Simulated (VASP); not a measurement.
# Si (P-1) in VASP: single point with r2SCANh

Aim: the single point of Si with r2SCANh.

Program: VASP 6.6.1. These are calculated values, not measurements. Logs are shortened: lines on timing, memory, paths and dates and some standing lists are left out, and cuts for length are marked.

### Step 1. The cell of the first run

The typed cell holds 1 atom: a = 2.663 Å, b = 2.615 Å, c = 2.488 Å, α = 88.18°, β = 90.31°, γ = 122.18°.

### Step 2. Single point, r2SCANh

File POSCAR:

```
Si
1.0
    2.6622503000     -0.0362423300     -0.0068309500
   -1.3625119300      2.2317606800      0.0418965100
   -0.0064290300      0.0418196400      2.4877607300
Si
1
Direct
    0.0000000000      0.0000000000      0.0000000000
```

File INCAR.step1:

```
SYSTEM = Si
PREC = Accurate
ENCUT = 520
EDIFF = 1E-5
ISMEAR = -1
SIGMA = 0.05
LREAL = .False.
LASPH = .True.
NELM = 100
ALGO = Normal
ISIF = 2
LWAVE = .True.
GGA = PE
NBANDS = 8
```

File INCAR.step2:

```
SYSTEM = Si
PREC = Accurate
ENCUT = 520
EDIFF = 1E-6
ISMEAR = -1
SIGMA = 0.05
LREAL = .False.
LASPH = .True.
NELM = 100
ALGO = Normal
ISIF = 2
LWAVE = .False.
LCHARG = .True.
METAGGA = R2SCAN
LHFCALC = .True.
AEXX = 0.1
LMIXTAU = .True.
PRECFOCK = Normal
LELF = .True.
LVHAR = .True.
ISTART = 1
NBANDS = 8
```

File KPOINTS:

```
regular mesh
0
Gamma
  6 6 6
  0 0 0
```

Potentials or basis: VASP PAW PBE potentials, release 64 (Si).

The run is started by

```sh
cat potpaw_PBE.64/Si/POTCAR > POTCAR
cp INCAR.step1 INCAR
mpirun -np 1 vasp_std > vasp.out
cp INCAR.step2 INCAR
mpirun -np 1 vasp_std > vasp.out
```

OUTCAR:

```text
SYSTEM = Si
   PREC = Accurate
   ENCUT = 520
   EDIFF = 1E-6
   ISMEAR = -1
   LREAL = .False.
   LASPH = .True.
   NELM = 100
   ISIF = 2
   METAGGA = R2SCAN
   LHFCALC = .True.
   AEXX = 0.1
   PRECFOCK = Normal
   ISTART = 1

 ion  position               nearest neighbor table
   1  0.000  0.000  0.000-

  LATTYP: Found a triclinic cell.
 ALAT       =     5.6530171342
 B/A-ratio  =     1.2840584043
 C/A-ratio  =     0.9813645022
 COS(alpha) =     0.0042407244
 COS(beta)  =     0.6875176470
 COS(gamma) =     0.7262179173

  Lattice vectors:

 A1 = (  -1.2868803100,  -2.2791576300,  -5.0105870200)
 A2 = (  -1.2305357800,  -6.6646170200,  -2.5997883600)
 A3 = (  -1.3496538700,   2.1481214000,  -4.9336249500)

Analysis of symmetry for initial positions (statically):
=====================================================================
 Subroutine PRICEL returns:
 Original cell was already a primitive cell.

 Routine SETGRP: Setting up the symmetry group for a
 triclinic supercell.

 Subroutine GETGRP returns: Found  2 space group operations
 (whereof  2 operations were pure point group operations)
 out of a pool of  2 trial point group operations.

The static configuration has the point symmetry S_2 .

Analysis of symmetry for dynamics (positions and initial velocities):
=====================================================================
 Subroutine PRICEL returns:
 Original cell was already a primitive cell.

 Routine SETGRP: Setting up the symmetry group for a
 triclinic supercell.

 Subroutine GETGRP returns: Found  2 space group operations
 (whereof  2 operations were pure point group operations)
 out of a pool of  2 trial point group operations.

The dynamic configuration has the point symmetry S_2 .

 Subroutine INISYM returns: Found  2 space group operations
 (whereof  2 operations are pure point group operations),
 and found     1 'primitive' translations

----------------------------------------------------------------------------------------

                                     Primitive cell

  volume of cell :      14.6538

  direct lattice vectors                    reciprocal lattice vectors
     2.662250300 -0.036242330 -0.006830950     0.378763311  0.231293356 -0.002909253
    -1.362511930  2.231760680  0.041896510     0.006133315  0.451963498 -0.007581726
    -0.006429030  0.041819640  2.487760730     0.000936725 -0.006976451  0.402087614

  length of vectors
     2.662505742  2.615138583  2.488120508     0.443809335  0.452068693  0.402149223
[... 89 lines left out ...]
   PSTRESS=    0.0 pullay stress
   NELECT =       4.0000    total number of electrons
   NUPDOWN=      -1.0000    fix difference up-down
   EMIN   =  10.00;   EMAX   =-10.00  energy-range for DOS
   EFERMI =   0.00;   METHOD = LEGACY
   ISMEAR =    -1;   SIGMA  =   0.05  broadening in eV -4-tet -1-fermi 0-gaus
   EFERMI_NEDOS =   21; number of points for ismear=-14 and -15
   IALGO  =     38    algorithm
   IMIX   =      1    mixing-type and parameters
     AMIX     =   0.40;   BMIX     =  1.00
     AMIX_MAG =   1.60;   BMIX_MAG =  1.00
  volume/ion in A,a.u.               =      14.65        98.89
  Fermi-wavevector in a.u.,A,eV,Ry     =   1.061967  2.006827 15.344300  1.127774
  Thomas-Fermi vector in A             =   2.197402
   LORBIT       =      0    0 simple, 1 ext, 2 COOP (PROOUT), +10 PAW based schemes
   METAGGA = R2SCAN    functional components
   LHFCALC =     T    Hartree Fock is set to
   PRECFOCK=normal    Normal, Fast or Accurate (Low or Medium for compatibility)
   ENCUT4O =  -1.0   cutoff for four orbital integrals eV
   NKREDX  =     1    reduce k-point grid by
   NKREDY  =     1    reduce k-point grid by
   NKREDZ  =     1    reduce k-point grid by
   AEXX    =    0.1000 exact exchange contribution
   HFSCREEN=    0.0000 screening length (either q_TF or 0.3 A-1)
   HFSCREENC=   0.0000 screening length for correlation (either q_TF or 0.3 A-1)
   ENCUTFOCK=  -1.0 apply spherical cutoff to Coloumb kernel
   IVDW    =     0    specifies the selected vdW correction
   LEPSILON=     F    determine dielectric tensor
   LRPA    =     F    only Hartree local field effects (RPA)
 non-spin polarized calculation
  energy-cutoff  :      520.00
  volume of cell :       14.65
 maximum number of plane-waves:       406
  NGX = 16; NGY = 16; NGZ = 14

 number of electron       4.0000000 magnetization

 Free energy of the ion-electron system (eV)
  ---------------------------------------------------
  ext. energy  EPLUGINS =         0.00000000
  ---------------------------------------------------
  free energy    TOTEN  =        -8.49787083 eV

  energy without entropy =       -8.49742286  energy(sigma->0) =       -8.49764684

 E-fermi :  10.3102     XC(G=0): -10.6311

 val. band max:       10.1173207097   @ k =   0.3333   0.1667  -0.0000
 cond. band min:      10.4713775176   @ k =   0.3333  -0.3333   0.3333
 fundamental gap:      0.3540568079
 Fermi energy:        10.3101918158

 k-point     1 :       0.0000    0.0000    0.0000
  band No.  band energies     occupation
      1      -6.0155      2.00000
      2      17.9001      0.00000
      3      18.1438      0.00000
      4      20.8719      0.00000
      5      22.1154      0.00000
      6      22.4763      0.00000
      7      24.3309      0.00000
      8      29.2639      0.00000
[... 243 lines left out ...]
 k-point    24 :       0.5000    0.0000    0.1667
  band No.  band energies     occupation
      1       2.0114      2.00000
      2       2.6504      2.00000
      3      16.0385      0.00000
      4      16.3527      0.00000
      5      20.2864      0.00000
      6      21.1632      0.00000
      7      31.0532      0.00000
      8      32.9842      0.00000

 [... further k-points ...]

------------------------ aborting loop because EDIFF is reached ----------------------------------------

  FORCE on cell =-STRESS in cart. coord.  units (eV):
  Direction    XX          YY          ZZ          XY          YZ          ZX
  --------------------------------------------------------------------------------------
  -------------------------------------------------------------------------------------
  Total        1.0182491     -0.2494633     -0.4388373     -0.2269628     -0.4882185     -0.0313720
  in kB      111.3302980    -27.2750801    -47.9802899    -24.8149887    -53.3793878     -3.4300572
  external PRESSURE =      12.0249760 kB  Pullay stress =       0.0000000 kB

 VOLUME and BASIS-vectors are now :
 -----------------------------------------------------------------------------
  energy-cutoff  :      520.00
  volume of cell :       14.65
      direct lattice vectors                 reciprocal lattice vectors
     2.662250300 -0.036242330 -0.006830950     0.378763311  0.231293356 -0.002909253
    -1.362511930  2.231760680  0.041896510     0.006133315  0.451963498 -0.007581726
    -0.006429030  0.041819640  2.487760730     0.000936725 -0.006976451  0.402087614

 POSITION                                       TOTAL-FORCE (eV/Angst)
 -----------------------------------------------------------------------------------
      0.00000      0.00000      0.00000         0.000000      0.000000     -0.000000
 -----------------------------------------------------------------------------------
    total drift:                               -0.000000      0.000000      0.000000

  FREE ENERGIE OF THE ION-ELECTRON SYSTEM (eV)
  ---------------------------------------------------
  free  energy   TOTEN  =        -8.4978708274 eV

  energy  without entropy=       -8.4974228569  energy(sigma->0) =       -8.49764684
```

OUTCAR.step1:

```text
SYSTEM = Si
   PREC = Accurate
   ENCUT = 520
   EDIFF = 1E-5
   ISMEAR = -1
   LREAL = .False.
[... 486 lines left out ...]
 -----------------------------------------------------------------------------------
      0.00000      0.00000      0.00000         0.000000      0.000000      0.000000
 -----------------------------------------------------------------------------------
    total drift:                                0.000000      0.000000      0.000000

  FREE ENERGIE OF THE ION-ELECTRON SYSTEM (eV)
  ---------------------------------------------------
  free  energy   TOTEN  =        -5.0985973239 eV

  energy  without entropy=       -5.0953185990  energy(sigma->0) =       -5.09695796
```

OSZICAR.step1:

```text
N       E                     dE             d eps       ncg     rms          rms(c)
DAV:   1    -0.255223254244E+01   -0.25522E+01   -0.17881E+03  1976   0.380E+02
DAV:   2    -0.508898513738E+01   -0.25368E+01   -0.24659E+01  2616   0.300E+01
DAV:   3    -0.510505412402E+01   -0.16069E-01   -0.16042E-01  1936   0.249E+00
DAV:   4    -0.510507542557E+01   -0.21302E-04   -0.21300E-04  3032   0.994E-02
DAV:   5    -0.510507543021E+01   -0.46428E-08   -0.51479E-08  1944   0.898E-04    0.299E+00
DAV:   6    -0.510126642307E+01    0.38090E-02   -0.14343E-03  2184   0.193E-01    0.171E+00
DAV:   7    -0.509859207424E+01    0.26743E-02   -0.33731E-03  2056   0.302E-01    0.161E-01
DAV:   8    -0.509859732386E+01   -0.52496E-05   -0.39113E-05  2664   0.469E-02
   1 F= -.50985973E+01 E0= -.50969580E+01  d E =-.327872E-02
```

Wall time 9.2 min (1 thread of Intel Xeon Platinum 8559C (Emerald Rapids), shared host); peak memory 0.13 GiB.

What came out:

| Quantity | Value |
| --- | --- |
| Free energy | -8.4979 eV |
| Pressure | 1.2 GPa |
| Band gap on the k mesh | zero (bands 2 and 3 overlap by 13.15 eV) |

Levels at points of the mesh, in eV from the Fermi level:
| k point | band 1 | band 2 | band 3 | band 4 | band 5 |
| --- | --- | --- | --- | --- | --- |
| (0.00, 0.00, 0.00) | -16.33 | 7.59 | 7.83 | 10.56 | 11.81 |
| (0.50, 0.00, 0.00) | -8.99 | -8.30 | 5.38 | 6.74 | 13.32 |
| (0.00, 0.50, 0.00) | -8.58 | -8.15 | 4.48 | 6.15 | 13.51 |
| (0.50, 0.50, 0.00) | -9.53 | -8.46 | 6.52 | 7.40 | 12.87 |
| (0.00, 0.00, 0.50) | -11.12 | -8.78 | 14.40 | 14.93 | 15.61 |
| (0.50, 0.00, 0.50) | -4.27 | -3.05 | -2.66 | 1.35 | 9.24 |
| (0.00, 0.50, 0.50) | -4.21 | -2.65 | -2.22 | 1.54 | 8.45 |
| (0.50, 0.50, 0.50) | -4.45 | -3.42 | -3.33 | 1.20 | 10.35 |

Caveat: the k points lie up to 0.46 Å⁻¹ apart, too coarse for converged energies and pressures of a metal; the PAW data sets were made with another functional, which shifts forces and pressure a little.

The gap in the log of VASP goes by the Fermi energy; the results here count the filled bands.